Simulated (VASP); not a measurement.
# W (Im-3m) in VASP: further runs, part 2 of 2

VASP 6.6.1.

**4. Single point, PBEsol (strain +0.025 along x and y, +0.025 along z)**

The input, INCAR:

```
ALGO = Fast
EDIFF = 1E-7
ENCUT = 520
GGA = PS
ISIF = 2
ISMEAR = 0
LASPH = True
LCHARG = True
LELF = True
LREAL = False
LVHAR = True
LWAVE = False
NBANDS = 13
NELM = 100
PREC = Accurate
SIGMA = 0.15
```

The input, KPOINTS:

```
k-points
0
Gamma
  20 20 20
```

The input, POSCAR:

```
W
1.0
   -1.6372325000      1.6372325000      1.6372325000
    1.6372325000     -1.6372325000      1.6372325000
    1.6372325000      1.6372325000     -1.6372325000
W
1
Direct
    0.0000000000      0.0000000000      0.0000000000
```

Potentials or basis: VASP PAW PBE potentials, release 64 (W_sv).

Command:

```
$ cat potpaw_PBE.64/W_sv/POTCAR > POTCAR
$ mpirun -np 1 vasp_std > vasp.out
```

OUTCAR:

```text
EDIFF = 1E-7
   ENCUT = 520
   GGA = PS
   ISIF = 2
   ISMEAR = 0
   LASPH = True
   LREAL = False
   NELM = 100
   PREC = Accurate

 ion  position               nearest neighbor table
   1  0.000  0.000  0.000-

  LATTYP: Found a body centered cubic cell.
 ALAT       =     3.2744650000

  Lattice vectors:

 A1 = (  -1.6372325000,   1.6372325000,   1.6372325000)
 A2 = (   1.6372325000,  -1.6372325000,   1.6372325000)
 A3 = (   1.6372325000,   1.6372325000,  -1.6372325000)

Analysis of symmetry for initial positions (statically):
=====================================================================
 Subroutine PRICEL returns:
 Original cell was already a primitive cell.

 Routine SETGRP: Setting up the symmetry group for a
 body centered cubic supercell.

 Subroutine GETGRP returns: Found 48 space group operations
 (whereof 48 operations were pure point group operations)
 out of a pool of 48 trial point group operations.

The static configuration has the point symmetry O_h .

Analysis of symmetry for dynamics (positions and initial velocities):
[... 161 lines left out ...]
 val. band max:        9.8451274984   @ k =   0.5000   0.5000   0.0500
 cond. band min:       9.9078531209   @ k =  -0.2000   0.2500   0.1000
 fundamental gap:      0.0627256226
 Fermi energy:         9.8858350316

 k-point     1 :       0.0000    0.0000    0.0000
  band No.  band energies     occupation
      1     -64.4409      2.00000
      2     -28.1232      2.00000
      3     -28.1232      2.00000
      4     -28.1232      2.00000
      5       0.7811      2.00000
      6       8.7794      2.00000
      7       8.7794      2.00000
      8       8.7794      2.00000
      9      11.8482      0.00000
     10      11.8482      0.00000
     11      24.1568      0.00000
     12      24.1568      0.00000
     13      24.1568      0.00000
[... 354 lines left out ...]
  band No.  band energies     occupation
      1     -64.3820      2.00000
      2     -28.7464      2.00000
      3     -28.3328      2.00000
      4     -28.1572      2.00000
      5       3.8933      2.00000
      6       7.3639      2.00000
      7       7.9251      2.00000
      8      11.2027      0.00000
      9      12.3430      0.00000
     10      12.6149      0.00000
     11      22.9772      0.00000
     12      24.1740      0.00000
     13      28.3059      0.00000

 [... further k-points ...]
[... 5 lines left out ...]
  --------------------------------------------------------------------------------------
  -------------------------------------------------------------------------------------
  Total       -3.1193763     -3.1193763     -3.1193763      0.0000000      0.0000000      0.0000000
  in kB     -284.6998820   -284.6998820   -284.6998820      0.0000000      0.0000000      0.0000000
  external PRESSURE =    -284.6998820 kB  Pullay stress =       0.0000000 kB

 VOLUME and BASIS-vectors are now :
 -----------------------------------------------------------------------------
  energy-cutoff  :      520.00
  volume of cell :       17.55
      direct lattice vectors                 reciprocal lattice vectors
    -1.637232500  1.637232500  1.637232500     0.000000000  0.305393400  0.305393400
     1.637232500 -1.637232500  1.637232500     0.305393400  0.000000000  0.305393400
     1.637232500  1.637232500 -1.637232500     0.305393400  0.305393400  0.000000000

 POSITION                                       TOTAL-FORCE (eV/Angst)
 -----------------------------------------------------------------------------------
      0.00000      0.00000      0.00000        -0.000000     -0.000000     -0.000000
 -----------------------------------------------------------------------------------
    total drift:                               -0.000000     -0.000000      0.000000

  FREE ENERGIE OF THE ION-ELECTRON SYSTEM (eV)
  ---------------------------------------------------
  free  energy   TOTEN  =       -13.6322402786 eV

  energy  without entropy=      -13.6279551653  energy(sigma->0) =      -13.63009772
```

OSZICAR:

```text
N       E                     dE             d eps       ncg     rms          rms(c)
DAV:   1     0.850266380193E+02    0.85027E+02   -0.74445E+03  6685   0.120E+03
DAV:   2    -0.127078425126E+02   -0.97734E+02   -0.93936E+02  7621   0.315E+02
DAV:   3    -0.144168959518E+02   -0.17091E+01   -0.17029E+01  7216   0.403E+01
DAV:   4    -0.144244890572E+02   -0.75931E-02   -0.75929E-02  7361   0.298E+00
DAV:   5    -0.144245612178E+02   -0.72161E-04   -0.72160E-04  7301   0.273E-01    0.180E+01
RMM:   6    -0.137872121576E+02    0.63735E+00   -0.55064E-01  7264   0.662E+00    0.680E+00
RMM:   7    -0.136364497990E+02    0.15076E+00   -0.36154E-01  7289   0.529E+00    0.116E+00
RMM:   8    -0.136327491148E+02    0.37007E-02   -0.13607E-02  8145   0.123E+00    0.260E-01
RMM:   9    -0.136322604367E+02    0.48868E-03   -0.20375E-03  7863   0.514E-01    0.404E-02
RMM:  10    -0.136322447850E+02    0.15652E-04   -0.34487E-04  8177   0.218E-01    0.209E-02
RMM:  11    -0.136322397581E+02    0.50269E-05   -0.24219E-05  8456   0.632E-02    0.881E-03
RMM:  12    -0.136322403580E+02   -0.59993E-06   -0.51845E-06  8289   0.270E-02    0.205E-03
RMM:  13    -0.136322402578E+02    0.10028E-06   -0.44912E-07  7238   0.871E-03    0.130E-04
RMM:  14    -0.136322402786E+02   -0.20871E-07   -0.13680E-07  5650   0.423E-03
   1 F= -.13632240E+02 E0= -.13630098E+02  d E =-.428511E-02
```

It took 2.5 min on 1 thread of AMD EPYC 7R13, shared host; peak memory 0.15 GiB.

What came out:

| Property | Result |
| --- | --- |
| Free energy | -13.6322 eV |
| Pressure | -28.5 GPa |
| Band gap on the k mesh | zero (band 7 reaches 14.33 eV, above the bottom of band 8 at 8.78 eV) |

Levels at points of the mesh, in eV from the Fermi level:
```csv
k point,band 3,band 4,band 5,band 6,band 7,band 8,band 9,band 10,band 11,band 12
"(0.00, 0.00, 0.00)",-38.01,-38.01,-9.10,-1.11,-1.11,-1.11,1.96,1.96,14.27,14.27
"(0.50, 0.00, 0.00)",-38.31,-38.01,-5.68,-3.14,0.38,1.81,2.66,5.27,9.47,11.20
"(0.50, 0.50, 0.50)",-38.66,-38.66,-5.11,-5.11,4.44,4.44,4.44,7.46,7.46,7.46
```

Caveat: the cell differs from its parent crystal (strain +0.025 along x and y, +0.025 along z); the PAW data sets were made with another functional, which shifts forces and pressure a little; spin-orbit coupling is left out, which moves the levels of the heavy elements.

**5. Single point, PBEsol (strain +0.050 along x and y, +0.050 along z)**

The input, INCAR:

```
PREC = Accurate ; ENCUT = 520
EDIFF = 1E-7 ; ISMEAR = 0
SIGMA = 0.15 ; LREAL = F
LASPH = T ; NELM = 60
ALGO = Normal ; ISIF = 2
LWAVE = F ; LCHARG = F
GGA = PS ; NBANDS = 13
```

The input, KPOINTS:

```
regular mesh
0
Gamma
  20 20 20
```

The input, POSCAR:

```
W
1.0
   -1.6771650000      1.6771650000      1.6771650000
    1.6771650000     -1.6771650000      1.6771650000
    1.6771650000      1.6771650000     -1.6771650000
W
1
Direct
    0.0000000000      0.0000000000      0.0000000000
```

Command:

```
$ cat potpaw_PBE.64/W_sv/POTCAR > POTCAR
$ mpirun -np 1 vasp_std > vasp.out
```

Wall time 1.8 min (1 thread of AMD EPYC 7R13, shared host); peak memory 0.16 GiB.

Results (log left out):

```
Free energy            : -13.3469 eV
Pressure               : -40.2 GPa
Band gap on the k mesh : zero (band 7 reaches 12.93 eV, above the bottom of band 8 at 7.94 eV)
```

Levels at points of the mesh, in eV from the Fermi level:
| k point | band 4 | band 5 | band 6 | band 7 | band 8 | band 9 | band 10 | band 11 |
| --- | --- | --- | --- | --- | --- | --- | --- | --- |
| (0.00, 0.00, 0.00) | -38.17 | -8.67 | -1.00 | -1.00 | -1.00 | 1.81 | 1.81 | 14.10 |
| (0.50, 0.00, 0.00) | -38.17 | -5.25 | -2.83 | 0.26 | 1.63 | 2.41 | 4.73 | 8.49 |
| (0.50, 0.50, 0.50) | -38.69 | -4.60 | -4.60 | 4.00 | 4.00 | 4.00 | 7.00 | 7.00 |

Caveat: the cell differs from its parent crystal (strain +0.050 along x and y, +0.050 along z); the PAW data sets were made with another functional, which shifts forces and pressure a little; spin-orbit coupling is left out, which moves the levels of the heavy elements.

**6. Summary**

| cell | gap on the mesh (eV) | pressure (GPa) |
| --- | --- | --- |
| a = 2.628 Å, angles 109.5°, 1 atom | none | 48.9 |
| a = 2.697 Å, angles 109.5°, 1 atom | none | 14.1 |
| a = 2.836 Å, angles 109.5°, 1 atom | none | -28.5 |
| a = 2.905 Å, angles 109.5°, 1 atom | none | -40.2 |

Alike in all rows: task single point; level PBEsol; potentials or basis VASP PAW PBE potentials, release 64 (W_sv); no spin polarisation; k mesh 20 × 20 × 20; cutoff (eV) 520; smearing gaussian 0.15 eV.

Caveats: the PAW data sets were made with another functional, which shifts forces and pressure a little; spin-orbit coupling is left out, which moves the levels of the heavy elements.

Absolute energies hang on the potentials; compare differences alone.
